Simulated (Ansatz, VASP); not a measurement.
## One calculation of CaSe, two programs

File INCAR:

```
SYSTEM = CaSe
PREC = Accurate
ENCUT = 600
EDIFF = 1E-7
ISMEAR = 0
SIGMA = 0.02
LREAL = .FALSE.
LASPH = .TRUE.
NELM = 100
ALGO = Normal
ISIF = 3
LWAVE = .FALSE.
LCHARG = .FALSE.
GGA = PE
IBRION = 2
NSW = 65
EDIFFG = -0.01
```

File KPOINTS:

```
regular mesh
0
G
  9 9 6
  0 0 0
```

POSCAR

```
CaSe
1.0
    4.2136692919      0.0000000000      0.0000000000
   -2.1068346459      3.6491446499      0.0000000000
    0.0000000000      0.0000000000      6.8808501003
Ca Se
2 2
Direct
    0.0000000000      0.0000000000      0.0000000000
    0.0000000000      0.0000000000      0.5000000000
    0.3333333333      0.6666666667      0.2500000000
    0.6666666667      0.3333333333      0.7500000000
```

Input for Ansatz:

```yaml
crystal:
  lattice:
    - [4.2136692919, 0.0, 0.0]
    - [-2.1068346459, 3.6491446499, 0.0]
    - [0.0, 0.0, 6.8808501003]
  atoms:
    - { symbol: Ca, position: [0.0, 0.0, 0.0] }
    - { symbol: Se, position: [0.3333333333, 0.6666666667, 0.25] }
    - { symbol: Ca, position: [0.0, 0.0, 0.5] }
    - { symbol: Se, position: [0.6666666667, 0.3333333333, 0.75] }
basis:
  ecutwfc: 420
kpoints:
  mp_grid: { grid: [9, 9, 6] }
hamiltonian:
  xc: pbe
scf:
  occupations: { method: gaussian, width: 0.02 }
output:
  forces: true
  stress: true
  eigenvalues: true
  populations: true
relax:
  adjacent_minimum: "off"
  f_tol: 0.01
  max_steps: 45
  cell: { stress_tol: 0.05 }
```

Alike in both runs: task relaxation of cell and atoms; functional PBE; k mesh 9 × 9 × 6; occupations gaussian, width 0.02 eV; no spin polarisation.

|  | VASP | Ansatz |
| --- | --- | --- |
| version | VASP 6.6.1 | Ansatz 0.2.0 |
| potentials or method | VASP PAW PBE potentials, release 64 (Ca_sv, Se), cutoff 600 eV | scalar-relativistic, plane waves, PAW |
| valence electrons in the cell | 32 | 52 |

Ansatz gave:

```
gap on the k mesh at the Fermi level, each at its own relaxed structure (eV) : 2.25
relaxed volume (Å³/atom)                                                     : 26.82
relaxed cell length with the largest relative difference (Å)                 : 7.198
```

Q: Which values does VASP return?

A: gap on the k mesh at the Fermi level, each at its own relaxed structure (eV): 2.25; relaxed volume (Å³/atom): 26.90; relaxed cell length with the largest relative difference (Å): 7.207.

VASP's potentials hold 32 valence electrons a cell and Ansatz's 52, so a difference there can come from the potentials and not from the codes.
